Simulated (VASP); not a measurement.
Set up this calculation in VASP 6.6.1, as the native input.

| Quantity | Value |
| --- | --- |
| Task | single point |
| Functional | BLYP |
| Dispersion | D4 |
| Potentials or basis | VASP PAW PBE potentials, release 64 (Zr_sv, B) |
| Cutoff | 520 eV |
| k mesh | 8 × 8 × 6 |
| Occupations | methfessel-paxton, width 0.1 eV |
| Spin | collinear spin, ferromagnetic start |
| Starting moments | [-0.34, 0.0, 0.0] μB |
| Dipole correction | no |
| Further INCAR settings | ALGO = Normal; EDIFF = 1e-07; NBANDS = 20 |

The structure of ZrB2 lies in POSCAR:

```
ZrB2
1.0
    3.1700000000      0.0000000000      0.0000000000
   -1.5850000000      2.7453005300      0.0000000000
    0.0000000000      0.0000000000      3.5330000000
Zr B
1 2
Direct
   -0.0032397366     -0.0065621231     -0.0038822530
    0.6681717304      0.3218223252      0.4954571186
    0.3245814317      0.6646518223      0.4926116615
```

This cell differs from its parent crystal: atoms moved at random.

These files were run (other wordings do the same):

INCAR

```
PREC = Accurate ; ENCUT = 520
EDIFF = 1E-7 ; ISMEAR = 1
SIGMA = 0.1 ; LREAL = F
LASPH = T ; NELM = 150
ALGO = Normal ; ISIF = 2
LWAVE = F ; LCHARG = F
ISPIN = 2 ; MAGMOM = -0.34 0 0
LORBIT = 11 ; LMAXMIX = 4
GGA = B5 ; ALDAX = 1.0
AGGAX = 1.0 ; AGGAC = 1.0
ALDAC = 0.0 ; IVDW = 13
VDW_S6 = 1.0 ; VDW_S8 = 2.34076671
VDW_A1 = 0.44488865 ; VDW_A2 = 4.0933009
NBANDS = 20
```

KPOINTS

```
regular mesh
0
Gamma
  8 8 6
```

Potentials or basis: VASP PAW PBE potentials, release 64 (Zr_sv, B).

Run with:

```sh
$ cat potpaw_PBE.64/Zr_sv/POTCAR potpaw_PBE.64/B/POTCAR > POTCAR
$ mpirun -np 1 vasp_std > vasp.out
```

Results of the run:

```yaml
Pressure: -3.2 GPa
Largest_force: 0.561 eV/Å
Band_gap_on_the_k_mesh: zero (filled and empty bands overlap)
Net_moment: 0.00 μB per cell
Valence_electrons_inside_the_program's_atomic_spheres: Zr 9.99; B 1.93
Dispersion_energy_per_atom: -0.594 eV
```

Caveat: the cell differs from its parent crystal (atoms moved at random); the PAW data sets were made with another functional, which shifts forces and pressure a little; pairwise dispersion overbinds metals, which lowers pressure and volume.

Wall time 120 s on 1 thread of Intel(R) Xeon(R) Platinum 8488C (Sapphire Rapids), on a shared host, peak memory 0.29 GiB.
